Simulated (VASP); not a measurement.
# HfB (Fm-3m) in VASP: further runs

HfB is run at these levels: PBEsol; tasks: density of states, vibrations by perturbation theory, elastic constants.

Everything below comes from runs of VASP 6.6.1. Logs are shortened: lines on timing, memory, paths and dates and some standing lists are left out, and cuts for length are marked.

### Step 1. The cell of the first run

The structure is cubic, space group Fm-3m (No. 225). The conventional cell has a = 4.620 Å, b = 4.620 Å, c = 4.620 Å, α = 90.00°, β = 90.00°, γ = 90.00°. Hf (site symmetry m-3m) has 6 B at 2.31 Å within 3.1 Å. Within 3.1 Å of B (site symmetry m-3m) lie 6 Hf at 2.31 Å.

### Step 2. Density of states, PBEsol

The input, POSCAR:

```
HfB
1.0
    0.0000000000      2.3100000000      2.3100000000
    2.3100000000      0.0000000000      2.3100000000
    2.3100000000      2.3100000000      0.0000000000
Hf B
1 1
Direct
    0.5000000000      0.5000000000      0.5000000000
    0.0000000000      0.0000000000      0.0000000000
```

The input, INCAR.step1:

```
SYSTEM = HfB
PREC = Accurate ; ENCUT = 520
EDIFF = 1E-6 ; ISMEAR = -1
SIGMA = 0.05 ; LREAL = .FALSE.
LASPH = .TRUE. ; NELM = 100
ALGO = Normal ; ISIF = 2
LWAVE = .FALSE. ; LCHARG = .TRUE.
LMAXMIX = 4 ; GGA = PS
NBANDS = 14
```

The input, KPOINTS.step1:

```
Automatic mesh
0
G
  8 8 8
  0 0 0
```

The input, INCAR.step2:

```
SYSTEM = HfB
PREC = Accurate ; ENCUT = 520
EDIFF = 1E-6 ; ISMEAR = -5
SIGMA = 0.05 ; LREAL = .FALSE.
LASPH = .TRUE. ; NELM = 100
ALGO = Normal ; ISIF = 2
LWAVE = .FALSE. ; LCHARG = .FALSE.
LMAXMIX = 4 ; GGA = PS
LORBIT = 11 ; NEDOS = 2001
ICHARG = 11
```

The input, KPOINTS.step2:

```
Automatic mesh
0
G
  12 12 12
  0 0 0
```

Potentials or basis: VASP PAW PBE potentials, release 64 (Hf_pv, B).

Run with:

```bash
cat potpaw_PBE.64/Hf_pv/POTCAR potpaw_PBE.64/B/POTCAR > POTCAR
cp INCAR.step1 INCAR
cp KPOINTS.step1 KPOINTS
mpirun -np 1 vasp_std > vasp.out
cp INCAR.step2 INCAR
cp KPOINTS.step2 KPOINTS
mpirun -np 1 vasp_std > vasp.out
```

OUTCAR:

```text
SYSTEM = HfB
   PREC = Accurate
   ENCUT = 520
   EDIFF = 1E-6
   ISMEAR = -5
   LREAL = .FALSE.
   LASPH = .TRUE.
   NELM = 100
   ISIF = 2
   GGA = PS
   LORBIT = 11
   ICHARG = 11

 ion  position               nearest neighbor table
   1  0.500  0.500  0.500-   2 2.31   2 2.31   2 2.31   2 2.31   2 2.31   2 2.31
   2  0.000  0.000  0.000-   1 2.31   1 2.31   1 2.31   1 2.31   1 2.31   1 2.31

  LATTYP: Found a face centered cubic cell.
 ALAT       =     4.6200000000

  Lattice vectors:

 A1 = (   0.0000000000,   2.3100000000,   2.3100000000)
 A2 = (   2.3100000000,   0.0000000000,   2.3100000000)
 A3 = (   2.3100000000,   2.3100000000,   0.0000000000)

Analysis of symmetry for initial positions (statically):
=====================================================================
 Subroutine PRICEL returns:
 Original cell was already a primitive cell.

 Routine SETGRP: Setting up the symmetry group for a
 face centered cubic supercell.

 Subroutine GETGRP returns: Found 48 space group operations
 (whereof 48 operations were pure point group operations)
 out of a pool of 48 trial point group operations.

The static configuration has the point symmetry O_h .

Analysis of symmetry for dynamics (positions and initial velocities):
=====================================================================
 Subroutine PRICEL returns:
 Original cell was already a primitive cell.

 Routine SETGRP: Setting up the symmetry group for a
 face centered cubic supercell.

 Subroutine GETGRP returns: Found 48 space group operations
 (whereof 48 operations were pure point group operations)
 out of a pool of 48 trial point group operations.

The dynamic configuration has the point symmetry O_h .

 Subroutine INISYM returns: Found 48 space group operations
 (whereof 48 operations are pure point group operations),
 and found     1 'primitive' translations

----------------------------------------------------------------------------------------

                                     Primitive cell

  volume of cell :      24.6528

  direct lattice vectors                    reciprocal lattice vectors
     0.000000000  2.310000000  2.310000000    -0.216450216  0.216450216  0.216450216
     2.310000000  0.000000000  2.310000000     0.216450216 -0.216450216  0.216450216
     2.310000000  2.310000000  0.000000000     0.216450216  0.216450216 -0.216450216

  length of vectors
     3.266833329  3.266833329  3.266833329     0.374902772  0.374902772  0.374902772

  position of ions in fractional coordinates (direct lattice)
     0.500000000  0.500000000  0.500000000
     0.000000000  0.000000000  0.000000000

  ion indices of the primitive-cell ions
   primitive index   ion index
                 1           1
                 2           2

----------------------------------------------------------------------------------------

 KPOINTS: Automatic mesh

Automatic generation of k-mesh.
 Grid dimensions read from file:
 generate k-points for:   12   12   12

 Generating k-lattice:

  Cartesian coordinates                     Fractional coordinates (reciprocal lattice)
    -0.018037518  0.018037518  0.018037518     0.083333333  0.000000000  0.000000000
     0.018037518 -0.018037518  0.018037518     0.000000000  0.083333333  0.000000000
     0.018037518  0.018037518 -0.018037518     0.000000000  0.000000000  0.083333333

  Length of vectors
     0.031241898  0.031241898  0.031241898

  Shift w.r.t. Gamma in fractional coordinates (k-lattice)
     0.000000000  0.000000000  0.000000000

 TETIRR: Found    247 inequivalent tetrahedra from    10368

 Subroutine IBZKPT returns following result:
 ===========================================

 Found     72 irreducible k-points:

 Following reciprocal coordinates:
            Coordinates               Weight
  0.000000  0.000000  0.000000      1.000000
  0.083333  0.000000  0.000000      8.000000
  0.166667  0.000000  0.000000      8.000000
  0.250000  0.000000  0.000000      8.000000
  0.333333  0.000000  0.000000      8.000000
  0.416667  0.000000  0.000000      8.000000
[... 16 lines left out ...]
  0.500000  0.166667  0.000000     24.000000
 -0.416667  0.166667  0.000000     24.000000
 [... further k-points ...]
   k-points           NKPTS =     72   k-points in BZ     NKDIM =     72   number of bands    NBANDS=     10
   number of dos      NEDOS =   2001   number of ions     NIONS =      2
   total plane-waves  NPLWV =  13824
   dimension x,y,z NGX =    24 NGY =   24 NGZ =   24
   dimension x,y,z NGXF=    48 NGYF=   48 NGZF=   48
   ions per type =               1   1
   NGX,Y,Z   is equivalent  to a cutoff of  12.21, 12.21, 12.21 a.u.
   NGXF,Y,Z  is equivalent  to a cutoff of  24.43, 24.43, 24.43 a.u.
 SYSTEM =  HfB
   PREC   = accura    normal or accurate (medium, high low for compatibility)
   ISTART =      0    job   : 0-new  1-cont  2-samecut
   ICHARG =     11    charge: 1-file 2-atom 10-const
   ISPIN  =      1    spin polarized calculation?
   LNONCOLLINEAR =      F non collinear calculations
   LSORBIT =      F    spin-orbit coupling
   LASPH  =      T    aspherical Exc in radial PAW
   ENCUT  =  520.0 eV  38.22 Ry    6.18 a.u.   6.07  6.07  6.07*2*pi/ulx,y,z
   NELM   =    100;   NELMIN=  2; NELMDL=  0     # of ELM steps
   EDIFF  = 0.1E-05   stopping-criterion for ELM
   LREAL  =      F    real-space projection
   EDIFFG = 0.1E-04   stopping-criterion for IOM
   NSW    =      0    number of steps for IOM
   IBRION =     -1    ionic relax: 0-MD 1-quasi-New 2-CG
   NFREE  =      0    steps in history (QN), initial steepest desc. (CG)
   ISIF   =      2    stress and relaxation
   ISYM   =      2    0-nonsym 1-usesym 2-fastsym
   POTIM  = 0.5000    time-step for ionic-motion
   TEBEG  =    0.0;   TEEND  =   0.0 temperature during run
   PSTRESS=    0.0 pullay stress
   NELECT =      13.0000    total number of electrons
   NUPDOWN=      -1.0000    fix difference up-down
   EMIN   =  10.00;   EMAX   =-10.00  energy-range for DOS
   EFERMI =   0.00;   METHOD = LEGACY
   ISMEAR =    -5;   SIGMA  =   0.05  broadening in eV -4-tet -1-fermi 0-gaus
   EFERMI_NEDOS =   21; number of points for ismear=-14 and -15
   IALGO  =     38    algorithm
   IMIX   =      4    mixing-type and parameters
     AMIX     =   0.40;   BMIX     =  1.00
     AMIX_MAG =   1.60;   BMIX_MAG =  1.00
  volume/ion in A,a.u.               =      12.33        83.18
  Fermi-wavevector in a.u.,A,eV,Ry     =   1.322617  2.499383 23.800871  1.749315
  Thomas-Fermi vector in A             =   2.452285
   LORBIT       =     11    0 simple, 1 ext, 2 COOP (PROOUT), +10 PAW based schemes
   GGA     = PS    functional components
   LHFCALC =     F    Hartree Fock is set to
   AEXX    =    0.0000 exact exchange contribution
   IVDW    =     0    specifies the selected vdW correction
   LEPSILON=     F    determine dielectric tensor
   LRPA    =     F    only Hartree local field effects (RPA)
 non-spin polarized calculation
 Fermi weights with tetrahedron method with Bloechl corrections
  energy-cutoff  :      520.00
  volume of cell :       24.65
 maximum number of plane-waves:       684

 number of electron      13.0000002 magnetization

 Free energy of the ion-electron system (eV)
  ---------------------------------------------------
  ext. energy  EPLUGINS =         0.00000000
  ---------------------------------------------------
  free energy    TOTEN  =       -18.20672335 eV

  energy without entropy =      -18.20672335  energy(sigma->0) =      -18.20672335

 E-fermi :   4.9968     XC(G=0): -12.4024

 val. band max:        5.0124676678   @ k =   0.5000   0.2500   0.0000
 cond. band min:       4.9624321820   @ k =   0.2500   0.0000   0.0000
 fundamental gap:     -0.0500354857
 Fermi energy:         4.9967792281

 k-point     1 :       0.0000    0.0000    0.0000
  band No.  band energies     occupation
      1     -23.2526      2.00000
      2     -23.2526      2.00000
      3     -23.2526      2.00000
      4      -4.5647      2.00000
      5       7.1486      0.00000
      6       7.1486      0.00000
      7       7.1486      0.00000
      8       9.0002      0.00000
      9       9.0071      0.00000
     10       9.1540      0.00000

 k-point     2 :       0.0833    0.0000    0.0000
  band No.  band energies     occupation
      1     -23.3056      2.00000
      2     -23.2580      2.00000
      3     -23.2580      2.00000
      4      -4.3623      2.00000
      5       6.4866      0.00000
      6       6.9659      0.00000
      7       6.9659      0.00000
      8       7.9463      0.00000
      9       7.9463      0.00000
     10       9.3419      0.00000

 k-point     3 :       0.1667    0.0000    0.0000
  band No.  band energies     occupation
      1     -23.4475      2.00000
      2     -23.2725      2.00000
      3     -23.2725      2.00000
      4      -3.7847      2.00000
      5       5.2651      0.57230
      6       5.9569     -0.06668
      7       5.9569     -0.00152
      8       8.1903      0.00000
      9       8.1903      0.00000
     10       9.7744      0.00000

 k-point     4 :       0.2500    0.0000    0.0000
  band No.  band energies     occupation
      1     -23.6351      2.00000
      2     -23.2923      2.00000
      3     -23.2923      2.00000
      4      -2.9132      2.00000
      5       3.9976      2.02898
      6       4.9624      1.37687
      7       4.9624      0.98622
      8       8.9910      0.00000
      9       8.9910      0.00000
     10      10.1611      0.00000

 k-point     5 :       0.3333    0.0000    0.0000
  band No.  band energies     occupation
      1     -23.8161      2.00000
      2     -23.3120      2.00000
      3     -23.3120      2.00000
      4      -1.8644      2.00000
      5       2.8072      2.00000
      6       4.2237      2.00000
      7       4.2237      2.00000
      8      10.0272      0.00000
      9      10.0272      0.00000
     10      10.7088      0.00000

 k-point     6 :       0.4167    0.0000    0.0000
  band No.  band energies     occupation
      1     -23.9447      2.00000
      2     -23.3263      2.00000
      3     -23.3263      2.00000
      4      -0.7775      2.00000
      5       1.7196      2.00000
      6       3.7736      2.00000
      7       3.7736      2.00000
      8      11.0355      0.00000
      9      11.0355      0.00000
     10      11.5872      0.00000
[... 183 lines left out ...]
 k-point    21 :       0.3333    0.1667    0.0000
  band No.  band energies     occupation
      1     -23.7058      2.00000
      2     -23.3715      2.00000
      3     -23.3697      2.00000
      4      -2.1231      2.00000
      5       2.9337      2.00000
      6       4.4245      2.04168
      7       5.4647     -0.03990
      8       7.6851      0.00000
      9      10.6858      0.00000
     10      11.9148      0.00000

 k-point    22 :       0.4167    0.1667    0.0000
  band No.  band energies     occupation
      1     -23.8369      2.00000
      2     -23.4076      2.00000
      3     -23.3823      2.00000
      4      -1.1858      2.00000
      5       2.1387      2.00000
      6       3.9606      2.00000
      7       4.7704      1.76714
      8       8.5422      0.00000
      9      11.5341      0.00000
     10      12.3307      0.00000

 k-point    23 :       0.5000    0.1667    0.0000
  band No.  band energies     occupation
      1     -23.9141      2.00000
      2     -23.4453      2.00000
      3     -23.3781      2.00000
      4      -0.2364      2.00000
      5       1.3065      2.00000
      6       3.7871      2.00000
      7       4.2626      2.00051
      8       9.5645      0.00000
      9      11.7530      0.00000
     10      12.4274      0.00000

 k-point    24 :      -0.4167    0.1667    0.0000
  band No.  band energies     occupation
      1     -23.9207      2.00000
      2     -23.4712      2.00000
      3     -23.3598      2.00000
      4       0.2924      2.00000
      5       0.8095      2.00000
      6       3.7955      2.00000
      7       3.9953      2.00000
      8      10.7383      0.00000
      9      11.0921      0.00000
     10      11.9446      0.00000

 [... further k-points ...]

------------------------ aborting loop because EDIFF is reached ----------------------------------------

  FORCE on cell =-STRESS in cart. coord.  units (eV):
  Direction    XX          YY          ZZ          XY          YZ          ZX
  --------------------------------------------------------------------------------------
  -------------------------------------------------------------------------------------
  Total        3.7631834      3.7631834      3.7631834     -0.0000000     -0.0000000     -0.0000000
  in kB      244.5682256    244.5682256    244.5682256     -0.0000000     -0.0000000     -0.0000000
  external PRESSURE =     244.5682256 kB  Pullay stress =       0.0000000 kB

 VOLUME and BASIS-vectors are now :
 -----------------------------------------------------------------------------
  energy-cutoff  :      520.00
  volume of cell :       24.65
      direct lattice vectors                 reciprocal lattice vectors
     0.000000000  2.310000000  2.310000000    -0.216450216  0.216450216  0.216450216
     2.310000000  0.000000000  2.310000000     0.216450216 -0.216450216  0.216450216
     2.310000000  2.310000000  0.000000000     0.216450216  0.216450216 -0.216450216

 POSITION                                       TOTAL-FORCE (eV/Angst)
 -----------------------------------------------------------------------------------
      2.31000      2.31000      2.31000         0.000000      0.000000     -0.000000
      0.00000      0.00000      0.00000         0.000000     -0.000000      0.000000
 -----------------------------------------------------------------------------------
    total drift:                               -0.000000     -0.000000      0.000000

  FREE ENERGIE OF THE ION-ELECTRON SYSTEM (eV)
  ---------------------------------------------------
  free  energy   TOTEN  =       -18.2067233486 eV

  energy  without entropy=      -18.2067233486  energy(sigma->0) =      -18.20672335

 total charge

# of ion       s       p       d       tot
------------------------------------------
    1        0.357   6.674   1.886   8.917
    2        0.792   1.139   0.000   1.931
--------------------------------------------------
tot          1.149   7.813   1.886  10.848
```

Run time: 27 s. Hardware: 1 thread of AMD EPYC 7R43 (Zen 3), shared host; peak memory 0.11 GiB.

What came out:

- Valence electrons inside the program's atomic spheres: Hf 8.92; B 1.93

Caveat: the PAW data sets were made with another functional, which shifts forces and pressure a little; spin-orbit coupling is left out, which moves the levels of the heavy elements; tetrahedron occupations give inexact forces and stress in metals.

[end of part 1 of 2]
